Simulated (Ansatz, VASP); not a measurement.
Two plane-wave programs on BN

```
CELL_PARAMETERS angstrom
0.00000 1.80482 1.80482
1.80482 0.00000 1.80482
1.80482 1.80482 0.00000
ATOMIC_POSITIONS crystal
B 0.00000 0.00000 0.00000
N 0.25000 0.25000 0.25000
```

Alike in both runs: task single point; functional r2SCAN; dispersion D4; k mesh 8 × 8 × 8; no spin polarisation.

|  | VASP | Ansatz |
| --- | --- | --- |
| version | VASP 6.6.1 | Ansatz 0.2.0 |
| potentials or method | VASP PAW PBE potentials, release 64 (B, N) | plane waves |
| plane-wave cutoff (eV) | 660 | 500 |
| occupations | gaussian, width 0.01 eV | fixed |
| valence electrons in the cell | 8 | 8 |

```tsv
	VASP	Ansatz	Ansatz less VASP
gap on the k mesh at the Fermi level (eV)	4.98	5.00	+0.021
pressure (GPa)	-1.0	-2.2	-1.19
```

VASP's potentials were made for PBE, not for r2SCAN.
